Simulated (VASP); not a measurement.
# SiC (Moissanite) (P6_3mc) in VASP: further runs

SiC (Moissanite) is run at these levels: LDA; tasks: single point, relaxation of cell and atoms.

Everything below comes from runs of VASP 6.6.1. Logs are shortened: lines on timing, memory, paths and dates and some standing lists are left out, and cuts for length are marked.

**1. The cell of the first run**

It takes space group P6_3mc (No. 186, hexagonal). The conventional cell has a = 3.056 Å, b = 3.056 Å, c = 5.016 Å, α = 90.00°, β = 90.00°, γ = 120.00°. Within 2.5 Å of Si (site symmetry 3m) lie 4 C at 1.87 to 1.89 Å. Within 2.5 Å of C (site symmetry 3m) lie 4 Si at 1.87 to 1.89 Å.

**2. Single point, LDA**

Input file INCAR:

```
SYSTEM = SiC
PREC = Accurate ; ENCUT = 520
EDIFF = 1E-6 ; ISMEAR = 0
SIGMA = 0.02 ; LREAL = .FALSE.
LASPH = .TRUE. ; NELM = 80
ALGO = Normal ; ISIF = 2
LWAVE = .FALSE. ; LCHARG = .FALSE.
NBANDS = 16
```

Input file KPOINTS:

```
Automatic mesh
0
G
  12 12 6
  0 0 0
```

Input file POSCAR:

```
SiC
1.0
    3.0563794999      0.0000000000      0.0000000000
   -1.5281897500      2.6469022905      0.0000000000
    0.0000000000      0.0000000000      5.0159156864
Si C
2 2
Direct
    0.6666666667      0.3333333333     -0.0004049945
    0.3333333333      0.6666666667      0.4995950055
    0.6666666667      0.3333333333      0.3754049945
    0.3333333333      0.6666666667      0.8754049945
```

Potentials or basis: VASP PAW LDA potentials, release 64 (Si, C).

Started as:

```
> cat potpaw_LDA.64/Si/POTCAR potpaw_LDA.64/C/POTCAR > POTCAR
> mpirun -np 1 vasp_std > vasp.out
```

OUTCAR:

```text
SYSTEM = SiC
   PREC = Accurate
   ENCUT = 520
   EDIFF = 1E-6
   ISMEAR = 0
   LREAL = .FALSE.
   LASPH = .TRUE.
   NELM = 80
   ISIF = 2

 ion  position               nearest neighbor table
   1  0.667  0.333  1.000-   4 1.87   4 1.87   4 1.87   3 1.89   2 3.07   2 3.07   2 3.07   2 3.07
                             2 3.07   2 3.07
   2  0.333  0.667  0.500-   3 1.87   3 1.87   3 1.87   4 1.89   1 3.07   1 3.07   1 3.07   1 3.07
                             1 3.07   1 3.07
   3  0.667  0.333  0.375-   2 1.87   2 1.87   2 1.87   1 1.89
   4  0.333  0.667  0.875-   1 1.87   1 1.87   1 1.87   2 1.89

  LATTYP: Found a hexagonal cell.
 ALAT       =     3.0563794999
 C/A-ratio  =     1.6411298684

  Lattice vectors:

 A1 = (   3.0563794999,   0.0000000000,   0.0000000000)
 A2 = (  -1.5281897500,   2.6469022905,   0.0000000000)
 A3 = (   0.0000000000,   0.0000000000,   5.0159156864)

Analysis of symmetry for initial positions (statically):
=====================================================================
 Subroutine PRICEL returns:
 Original cell was already a primitive cell.

 Routine SETGRP: Setting up the symmetry group for a
 hexagonal supercell.

 Subroutine GETGRP returns: Found 12 space group operations
 (whereof  6 operations were pure point group operations)
 out of a pool of 24 trial point group operations.

The static configuration has the point symmetry C_3v.
 The point group associated with its full space group is C_6v.

Analysis of symmetry for dynamics (positions and initial velocities):
=====================================================================
 Subroutine PRICEL returns:
 Original cell was already a primitive cell.

 Routine SETGRP: Setting up the symmetry group for a
 hexagonal supercell.

 Subroutine GETGRP returns: Found 12 space group operations
 (whereof  6 operations were pure point group operations)
 out of a pool of 24 trial point group operations.

The dynamic configuration has the point symmetry C_3v.
 The point group associated with its full space group is C_6v.

 Subroutine INISYM returns: Found 12 space group operations
 (whereof  6 operations are pure point group operations),
 and found     1 'primitive' translations

----------------------------------------------------------------------------------------

                                     Primitive cell

  volume of cell :      40.5784

  direct lattice vectors                    reciprocal lattice vectors
     3.056379500  0.000000000  0.000000000     0.327184500  0.188900059  0.000000000
    -1.528189750  2.646902290  0.000000000     0.000000000  0.377800119  0.000000000
     0.000000000  0.000000000  5.015915686     0.000000000  0.000000000  0.199365393

  length of vectors
     3.056379500  3.056379500  5.015915686     0.377800119  0.377800119  0.199365393

  position of ions in fractional coordinates (direct lattice)
     0.666666667  0.333333333  0.999595005
     0.333333333  0.666666667  0.499595005
     0.666666667  0.333333333  0.375404995
     0.333333333  0.666666667  0.875404995

  ion indices of the primitive-cell ions
   primitive index   ion index
                 1           1
                 2           2
                 3           3
                 4           4

----------------------------------------------------------------------------------------

 KPOINTS: Automatic mesh

Automatic generation of k-mesh.
 Grid dimensions read from file:
 generate k-points for:   12   12    6

 Generating k-lattice:

  Cartesian coordinates                     Fractional coordinates (reciprocal lattice)
     0.027265375  0.015741672  0.000000000     0.083333333  0.000000000  0.000000000
     0.000000000  0.031483343  0.000000000     0.000000000  0.083333333  0.000000000
     0.000000000  0.000000000  0.033227565     0.000000000  0.000000000  0.166666667

  Length of vectors
     0.031483343  0.031483343  0.033227565

  Shift w.r.t. Gamma in fractional coordinates (k-lattice)
     0.000000000  0.000000000  0.000000000

 Subroutine IBZKPT returns following result:
 ===========================================

 Found     76 irreducible k-points:

 Following reciprocal coordinates:
            Coordinates               Weight
  0.000000  0.000000  0.000000      1.000000
  0.083333  0.000000  0.000000      6.000000
  0.166667  0.000000  0.000000      6.000000
  0.250000  0.000000  0.000000      6.000000
  0.333333 -0.000000  0.000000      6.000000
  0.416667  0.000000  0.000000      6.000000
[... 16 lines left out ...]
  0.250000  0.000000  0.166667     12.000000
  0.333333 -0.000000  0.166667     12.000000
 [... further k-points ...]
   k-points           NKPTS =     76   k-points in BZ     NKDIM =     76   number of bands    NBANDS=     16
   number of dos      NEDOS =    301   number of ions     NIONS =      4
   total plane-waves  NPLWV =  23040
   dimension x,y,z NGX =    24 NGY =   24 NGZ =   40
   dimension x,y,z NGXF=    48 NGYF=   48 NGZF=   80
   ions per type =               2   2
   NGX,Y,Z   is equivalent  to a cutoff of  13.05, 13.05, 13.26 a.u.
   NGXF,Y,Z  is equivalent  to a cutoff of  26.11, 26.11, 26.51 a.u.
 SYSTEM =  SiC
   PREC   = accura    normal or accurate (medium, high low for compatibility)
   ISTART =      0    job   : 0-new  1-cont  2-samecut
   ICHARG =      2    charge: 1-file 2-atom 10-const
   ISPIN  =      1    spin polarized calculation?
   LNONCOLLINEAR =      F non collinear calculations
   LSORBIT =      F    spin-orbit coupling
   LASPH  =      T    aspherical Exc in radial PAW
   ENCUT  =  520.0 eV  38.22 Ry    6.18 a.u.   5.68  5.68  9.33*2*pi/ulx,y,z
   NELM   =     80;   NELMIN=  2; NELMDL= -5     # of ELM steps
   EDIFF  = 0.1E-05   stopping-criterion for ELM
   LREAL  =      F    real-space projection
   EDIFFG = 0.1E-04   stopping-criterion for IOM
   NSW    =      0    number of steps for IOM
   IBRION =     -1    ionic relax: 0-MD 1-quasi-New 2-CG
   NFREE  =      0    steps in history (QN), initial steepest desc. (CG)
   ISIF   =      2    stress and relaxation
   ISYM   =      2    0-nonsym 1-usesym 2-fastsym
   POTIM  = 0.5000    time-step for ionic-motion
   TEBEG  =    0.0;   TEEND  =   0.0 temperature during run
   PSTRESS=    0.0 pullay stress
   NELECT =      16.0000    total number of electrons
   NUPDOWN=      -1.0000    fix difference up-down
   EMIN   =  10.00;   EMAX   =-10.00  energy-range for DOS
   EFERMI =   0.00;   METHOD = LEGACY
   ISMEAR =     0;   SIGMA  =   0.02  broadening in eV -4-tet -1-fermi 0-gaus
   EFERMI_NEDOS =   21; number of points for ismear=-14 and -15
   IALGO  =     38    algorithm
   IMIX   =      4    mixing-type and parameters
     AMIX     =   0.40;   BMIX     =  1.00
     AMIX_MAG =   1.60;   BMIX_MAG =  1.00
  volume/ion in A,a.u.               =      10.14        68.46
  Fermi-wavevector in a.u.,A,eV,Ry     =   1.200466  2.268551 19.607593  1.441117
  Thomas-Fermi vector in A             =   2.336301
   LORBIT       =      0    0 simple, 1 ext, 2 COOP (PROOUT), +10 PAW based schemes
   GGA     = CA    functional components
   LHFCALC =     F    Hartree Fock is set to
   AEXX    =    0.0000 exact exchange contribution
   IVDW    =     0    specifies the selected vdW correction
   LEPSILON=     F    determine dielectric tensor
   LRPA    =     F    only Hartree local field effects (RPA)
 non-spin polarized calculation
 Gauss-broadening in eV      SIGMA  =   0.02
  energy-cutoff  :      520.00
  volume of cell :       40.58
 maximum number of plane-waves:      1108
 NGX is ok and might be reduce to    24
   NGX = 11   NGY = 11   NGZ = 19

 number of electron      15.9999999 magnetization

 Free energy of the ion-electron system (eV)
  ---------------------------------------------------
  ext. energy  EPLUGINS =         0.00000000
  ---------------------------------------------------
  free energy    TOTEN  =       -33.27592483 eV

  energy without entropy =      -33.27592483  energy(sigma->0) =      -33.27592483

 E-fermi :   8.5150     XC(G=0): -11.6328

 val. band max:        8.4349298275   @ k =   0.0000   0.0000   0.0000
 cond. band min:      10.5500705358   @ k =   0.3333   0.3333   0.0000
 fundamental gap:      2.1151407083
 Fermi energy:         8.5150127116

 k-point     1 :       0.0000    0.0000    0.0000
  band No.  band energies     occupation
      1      -7.1984      2.00000
      2      -3.5085      2.00000
      3      -0.3934      2.00000
      4       7.1096      2.00000
      5       7.1096      2.00000
      6       8.3203      2.00000
[... 8 lines left out ...]
     15      17.4150      0.00000
     16      19.7527      0.00000

 k-point     2 :       0.0833    0.0000    0.0000
  band No.  band energies     occupation
      1      -7.0756      2.00000
      2      -3.4030      2.00000
      3      -0.2794      2.00000
      4       6.4222      2.00000
      5       6.8933      2.00000
      6       7.9836      2.00000
[... 8 lines left out ...]
     15      17.7162      0.00000
     16      18.8318      0.00000

 k-point     3 :       0.1667    0.0000    0.0000
  band No.  band energies     occupation
      1      -6.7102      2.00000
      2      -3.0952      2.00000
      3       0.0542      2.00000
      4       4.9170      2.00000
      5       6.4064      2.00000
      6       6.8835      2.00000
[... 8 lines left out ...]
     15      18.0181      0.00000
     16      18.3537      0.00000

 k-point     4 :       0.2500    0.0000    0.0000
  band No.  band energies     occupation
      1      -6.1128      2.00000
      2      -2.6203      2.00000
      3       0.5649      2.00000
      4       3.2589      2.00000
      5       5.5013      2.00000
      6       5.8798      2.00000
[... 8 lines left out ...]
     15      18.5311      0.00000
     16      19.2449      0.00000

 k-point     5 :       0.3333   -0.0000    0.0000
  band No.  band energies     occupation
      1      -5.3096      2.00000
      2      -2.0997      2.00000
      3       0.9400      2.00000
      4       2.0917      2.00000
      5       4.0824      2.00000
      6       5.4453      2.00000
[... 8 lines left out ...]
     15      19.3923      0.00000
     16      20.5488      0.00000

 k-point     6 :       0.4167    0.0000    0.0000
  band No.  band energies     occupation
      1      -4.3816      2.00000
      2      -1.9615      2.00000
      3       0.5681      2.00000
      4       2.4155      2.00000
      5       2.8490      2.00000
      6       5.1659      2.00000
[... 8 lines left out ...]
     15      19.5424      0.00000
     16      20.7056      0.00000
[... 267 lines left out ...]
 k-point    21 :       0.0833    0.0000    0.1667
  band No.  band energies     occupation
      1      -6.9378      2.00000
      2      -3.9795      2.00000
      3       0.5149      2.00000
      4       6.5132      2.00000
      5       6.9755      2.00000
      6       7.4206      2.00000
[... 8 lines left out ...]
     15      17.4186      0.00000
     16      19.3016      0.00000

 k-point    22 :       0.1667    0.0000    0.1667
  band No.  band energies     occupation
      1      -6.5734      2.00000
      2      -3.6540      2.00000
      3       0.8122      2.00000
      4       5.0388      2.00000
      5       6.4982      2.00000
      6       6.4999      2.00000
[... 8 lines left out ...]
     15      18.2038      0.00000
     16      18.7261      0.00000

 k-point    23 :       0.2500    0.0000    0.1667
  band No.  band energies     occupation
      1      -5.9781      2.00000
      2      -3.1404      2.00000
      3       1.2066      2.00000
      4       3.4600      2.00000
      5       5.1063      2.00000
      6       5.9787      2.00000
[... 8 lines left out ...]
     15      19.2124      0.00000
     16      19.2851      0.00000

 k-point    24 :       0.3333   -0.0000    0.1667
  band No.  band energies     occupation
      1      -5.1787      2.00000
      2      -2.5255      2.00000
      3       1.0625      2.00000
      4       2.6977      2.00000
      5       3.6571      2.00000
      6       5.5484      2.00000
[... 8 lines left out ...]
     15      19.8032      0.00000
     16      20.5079      0.00000

 [... further k-points ...]

------------------------ aborting loop because EDIFF is reached ----------------------------------------

  FORCE on cell =-STRESS in cart. coord.  units (eV):
  Direction    XX          YY          ZZ          XY          YZ          ZX
  --------------------------------------------------------------------------------------
  -------------------------------------------------------------------------------------
  Total        0.0976390      0.0976390      0.1045399     -0.0000000      0.0000000      0.0000000
  in kB        3.8551246      3.8551246      4.1275961     -0.0000000      0.0000000      0.0000000
  external PRESSURE =       3.9459484 kB  Pullay stress =       0.0000000 kB

 VOLUME and BASIS-vectors are now :
 -----------------------------------------------------------------------------
  energy-cutoff  :      520.00
  volume of cell :       40.58
      direct lattice vectors                 reciprocal lattice vectors
     3.056379500  0.000000000  0.000000000     0.327184500  0.188900059  0.000000000
    -1.528189750  2.646902290  0.000000000     0.000000000  0.377800119  0.000000000
     0.000000000  0.000000000  5.015915686     0.000000000  0.000000000  0.199365393

 POSITION                                       TOTAL-FORCE (eV/Angst)
 -----------------------------------------------------------------------------------
      1.52819      0.88230      5.01388         0.000000      0.000000      0.000567
     -0.00000      1.76460      2.50593         0.000000     -0.000000      0.000567
      1.52819      0.88230      1.88300        -0.000000     -0.000000     -0.000567
     -0.00000      1.76460      4.39096         0.000000      0.000000     -0.000567
 -----------------------------------------------------------------------------------
    total drift:                                0.000000      0.000000     -0.000041

  FREE ENERGIE OF THE ION-ELECTRON SYSTEM (eV)
  ---------------------------------------------------
  free  energy   TOTEN  =       -33.2759248341 eV

  energy  without entropy=      -33.2759248341  energy(sigma->0) =      -33.27592483
```

Wall time 48 s (1 thread of Intel Xeon Platinum 8259CL at 2.50GHz (Skylake/Cascade Lake), shared host); peak memory 0.16 GiB.

What came out:

- Free energy: -33.2759 eV
- Pressure: 0.4 GPa
- Band gap on the k mesh: 2.12 eV, indirect (least direct gap 3.91 eV)

Levels at points of the mesh, in eV from the valence-band top:
```csv
k point,band 5,band 6,band 7,band 8,band 9,band 10,band 11,band 12
"(0.00, 0.00, 0.00)",-1.33,-0.11,0.00,0.00,4.92,6.42,6.67,6.67
"(0.50, 0.00, 0.00)",-5.51,-3.37,-3.36,-1.20,2.71,4.16,6.95,7.11
"(0.00, 0.00, 0.50)",-0.72,-0.72,-0.72,-0.72,6.00,6.00,7.35,7.35
"(0.50, 0.00, 0.50)",-2.48,-2.48,-2.35,-2.35,3.25,3.25,5.23,5.23
```

**3. Relaxation of cell and atoms, LDA**

This run uses another cell than the first one, of 10.50 Å³/atom, 1.035 times its volume.

Input file INCAR:

```
SYSTEM = SiC
PREC = Accurate
ENCUT = 600
EDIFF = 1E-6
ISMEAR = 0
SIGMA = 0.02
LREAL = .False.
LASPH = .True.
NELM = 80
ALGO = Normal
ISIF = 3
LWAVE = .False.
LCHARG = .False.
IBRION = 2
NSW = 70
EDIFFG = -0.005
```

Input file KPOINTS:

```
regular mesh
0
Gamma
  12 12 6
  0 0 0
```

Input file POSCAR:

```
SiC
1.0
    3.0919379459      0.0000000000      0.0000000000
   -1.5459689730      2.6776968081      0.0000000000
    0.0000000000      0.0000000000      5.0742918075
Si C
2 2
Direct
    0.6666666667      0.3333333333     -0.0004183979
    0.3333333333      0.6666666667      0.4995816021
    0.6666666667      0.3333333333      0.3754183979
    0.3333333333      0.6666666667      0.8754183979
```

Potentials or basis: VASP PAW LDA potentials, release 64 (Si, C).

Started as:

```
> cat potpaw_LDA.64/Si/POTCAR potpaw_LDA.64/C/POTCAR > POTCAR
> mpirun -np 1 vasp_std > vasp.out
```

It took 3.6 min on 1 thread of Intel Xeon Platinum 8259CL at 2.50GHz (Skylake/Cascade Lake), shared host; peak memory 0.18 GiB.

Results (log left out):

| Quantity | Value |
| --- | --- |
| Free energy | -33.2820 eV |
| Relaxed volume | 10.15 Å³/atom |
| Relaxed cell | a = 3.057 Å, b = 3.057 Å, c = 5.018 Å, α = 90.00°, β = 90.00°, γ = 120.00° |
| Space group after relaxing (to 0.05 Å) | P6_3mc (No. 186) |
| Energy gained by relaxing | 8.1 meV/atom |
| Ionic steps | 6 |
| Pressure after relaxing | 0.0 GPa |
| Band gap on the k mesh | 2.12 eV, indirect (least direct gap 3.91 eV) |

Step by step:
| step | energy change (eV) | largest force (eV/Å) | pressure (GPa) | volume (Å³) |
| --- | --- | --- | --- | --- |
| 1 | 0.0000 | 0.0032 | -7.24 | 42.01 |
| 2 | 0.0058 | 0.0224 | 8.80 | 39.19 |
| 3 | -0.0323 | 0.0081 | -0.05 | 40.63 |
| 4 | -0.0323 | 0.0083 | 0.10 | 40.60 |
| 5 | -0.0323 | 0.0099 | -0.09 | 40.63 |
| 6 | -0.0323 | 0.0006 | 0.01 | 40.62 |

Final structure:
```
Si C
1.0
     3.05733    0.00000    0.00000
    -1.52866    2.64772    0.00000
     0.00000    0.00000    5.01772
Si C
2 2
Direct
  0.66667 0.33333 0.99960
  0.33333 0.66667 0.49960
  0.66667 0.33333 0.37540
  0.33333 0.66667 0.87540
```

Levels at points of the mesh, in eV from the valence-band top:
```
           k point  band 5  band 6  band 7  band 8  band 9  band 10  band 11  band 12
(0.00, 0.00, 0.00)   -1.32   -0.12    0.00    0.00    4.92     6.41     6.66     6.66
(0.50, 0.00, 0.00)   -5.51   -3.37   -3.36   -1.20    2.71     4.16     6.95     7.11
(0.00, 0.00, 0.50)   -0.72   -0.72   -0.72   -0.72    5.99     5.99     7.34     7.34
(0.50, 0.00, 0.50)   -2.47   -2.47   -2.35   -2.35    3.25     3.25     5.23     5.23
```
